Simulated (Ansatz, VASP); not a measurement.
# Two plane-wave programs on Zn

```
CELL_PARAMETERS angstrom
2.61160 0.00000 0.00000
-1.30580 2.26171 0.00000
0.00000 0.00000 8.07674
ATOMIC_POSITIONS crystal
Zn 0.00000 0.50000 0.16667
Zn 0.50000 0.50000 0.83333
Zn 0.50000 0.00000 0.50000
```

Alike in both runs: functional PBE; k mesh 18 × 18 × 8; occupations gaussian, width 0.1 eV; no spin polarisation.

Ansatz relaxed the structure, and its values are those at the end. VASP's run is a single point on that final structure, the one shown.

```csv
,VASP,Ansatz
version,VASP 6.6.1,Ansatz 0.2.0
potentials or method,"VASP PAW PBE potentials, release 64 (Zn), cutoff 520 eV","scalar-relativistic, plane waves, PAW"
valence electrons in the cell,36,36
```

```tsv
	VASP	Ansatz	Ansatz less VASP
gap on the k mesh at the Fermi level (eV)	none	none	-
pressure (GPa)	0.3	0.0	-0.33
```

A gap of «none» marks a metal or a gap that the smearing closes. With one functional, cell and mesh, what is left measures potentials, basis and numerics.
